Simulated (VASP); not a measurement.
Here is a VASP 6.6.1 calculation.

Contents of INCAR:

```
SYSTEM = BaZrO3
PREC = Accurate
ENCUT = 910
EDIFF = 1E-6
ISMEAR = 0
SIGMA = 0.02
LREAL = .False.
LASPH = .True.
NELM = 120
ALGO = Normal
ISIF = 2
LWAVE = .False.
LCHARG = .False.
GGA = PE
NBANDS = 28
GGA_COMPAT = .False.
```

KPOINTS

```
regular mesh
0
Gamma
  6 6 6
  0 0 0
```

Contents of POSCAR:

```
BaZrO3
1.0
    4.2274555943      0.0000000000      0.0000000000
    0.0000000000      4.2274555943      0.0000000000
    0.0000000000      0.0000000000      4.2274555943
Ba Zr O
1 1 3
Direct
    0.5000000000      0.5000000000      0.5000000000
    0.0000000000      0.0000000000      0.0000000000
    0.5000000000      0.0000000000      0.0000000000
    0.0000000000      0.5000000000      0.0000000000
    0.0000000000      0.0000000000      0.5000000000
```

Potentials or basis: VASP PAW PBE potentials, release 64 (Ba_sv, Zr_sv, O_h).

Launch:

```bash
$ cat potpaw_PBE.64/Ba_sv/POTCAR potpaw_PBE.64/Zr_sv/POTCAR potpaw_PBE.64/O_h/POTCAR > POTCAR
$ mpirun -np 1 vasp_std > vasp.out
```

Problem. What does it give for the band gap on the k mesh?

Solution. 3.14 eV, indirect (least direct gap 3.39 eV).

Problem. Estimate the pressure.

Solution. 0.7 GPa.

Caveat: the cutoff is under 1.25 times the usual one of these potentials, so pressure, stress and relaxed cells hold a basis-set (Pulay) error; spin-orbit coupling is left out, which moves the levels of the heavy elements. A hybrid or GW would open this gap; PBE tends to underestimate it.
